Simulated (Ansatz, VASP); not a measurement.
**ZnS: VASP beside Ansatz**

INCAR

```
PREC = Accurate ; ENCUT = 520
EDIFF = 1E-7 ; ISMEAR = 0
SIGMA = 0.05 ; LREAL = False
LASPH = True ; NELM = 100
ALGO = Normal ; ISIF = 2
LWAVE = False ; LCHARG = False
GGA = PS ; NBANDS = 26
```

Contents of KPOINTS:

```
regular mesh
0
Gamma
  9 9 6
```

Contents of POSCAR:

```
ZnS
1.0
    3.7814465092      0.0000000000      0.0000000000
   -1.8907232546      3.2748287400      0.0000000000
    0.0000000000      0.0000000000      6.2087146531
Zn S
2 2
Direct
    0.3333333333      0.6666666667     -0.0066373471
    0.6666666667      0.3333333333      0.4933626529
    0.3333333333      0.6666666667      0.3795575521
    0.6666666667      0.3333333333      0.8795575521
```

Input for Ansatz:

```yaml
crystal:
  lattice:
    - [3.7814465092, 0.0, 0.0]
    - [-1.8907232546, 3.27482874, 0.0]
    - [0.0, 0.0, 6.2087146531]
  atoms:
    - { symbol: Zn, position: [0.3333333333, 0.6666666667, -0.0066373471] }
    - { symbol: Zn, position: [0.6666666667, 0.3333333333, 0.4933626529] }
    - { symbol: S, position: [0.3333333333, 0.6666666667, 0.3795575521] }
    - { symbol: S, position: [0.6666666667, 0.3333333333, 0.8795575521] }
basis:
  ecutwfc: 520.0
kpoints:
  mp_grid: { grid: [9, 9, 6] }
hamiltonian:
  xc: pbesol
  pseudopotentials: { kind: paw }
scf:
  occupations: { method: gaussian, width: 0.05 }
output:
  forces: true
  stress: true
  eigenvalues: true
  write_density: true
  write_potential: true
  elf: true
  volumetric_format: npy
```

Alike in both runs: task single point; functional PBEsol; k mesh 9 × 9 × 6; occupations gaussian, width 0.05 eV; no spin polarisation.

|  | VASP | Ansatz |
| --- | --- | --- |
| version | VASP 6.6.1 | Ansatz 0.2.0 |
| potentials or method | VASP PAW PBE potentials, release 64 (Zn, S), cutoff 520 eV | scalar-relativistic, plane waves, PAW |
| valence electrons in the cell | 36 | 36 |

```csv
,VASP,Ansatz,Ansatz less VASP
gap on the k mesh at the Fermi level (eV),2.21,2.21,-0.006
least direct gap on the mesh (eV),2.21,2.21,-0.006
pressure (GPa),0.5,0.3,-0.21
"traceless stress, the component that is largest in VASP (GPa)",-1.92,-1.90,+0.021
rms of the force components (eV/Å),0.222,0.220,-0.0018
```

VASP's potentials were made for PBE, not for PBEsol. Atom by atom the forces differ by 0.002 eV/Å (rms over components).
